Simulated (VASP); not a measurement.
Wanted: the native input for a VASP 6.6.1 run.

- Task: single point
- Functional: PBEsol
- Dispersion: D3(BJ)
- Potentials or basis: VASP PAW PBE potentials, release 64 (In_d, Sb)
- Cutoff: 500 eV
- k mesh: 10 × 10 × 10
- Occupations: gaussian, width 0.1 eV
- Spin: no spin polarisation
- Dipole correction: no
- Further INCAR settings: ALGO = Normal; EDIFF = 1e-06; NBANDS = 22

The structure of InSb3 lies in POSCAR:

```
InSb3
1.0
    0.0000000000      3.5092995371      3.5092995371
    3.5092995371      0.0000000000      3.5092995371
    3.5092995371      3.5092995371      0.0000000000
In Sb
1 3
Direct
    0.0000000000      0.0000000000      0.0000000000
    0.2500000000      0.2500000000      0.2500000000
    0.7500000000      0.7500000000      0.7500000000
    0.5000000000      0.5000000000      0.5000000000
```

One way to write it, as run:

INCAR

```
  PREC = Accurate
  ENCUT = 500
  EDIFF = 1E-6
  ISMEAR = 0
  SIGMA = 0.1
  LREAL = False
  LASPH = True
  NELM = 120
  ALGO = Normal
  ISIF = 2
  LWAVE = False
  LCHARG = False
  GGA = PS
  IVDW = 12
  NBANDS = 22
  GGA_COMPAT = False
```

KPOINTS

```
Automatic mesh
0
Gamma
  10 10 10
```

Potentials or basis: VASP PAW PBE potentials, release 64 (In_d, Sb).

Run with:

```console
$ cat potpaw_PBE.64/In_d/POTCAR potpaw_PBE.64/Sb/POTCAR > POTCAR
$ mpirun -np 1 vasp_std > vasp.out
```

It gave:

```yaml
Pressure: 12.6 GPa
Band_gap_on_the_k_mesh: zero (bands 14 and 15 overlap by 3.65 eV)
Dispersion_energy_per_atom: -0.584 eV
```

Caveat: the cell stands under pressure; the PAW data sets were made with another functional, which shifts forces and pressure a little; spin-orbit coupling is left out, which moves the levels of the heavy elements.

Wall time 69 s on 1 thread of Intel Xeon 8259CL (shared host), peak memory 0.26 GiB.
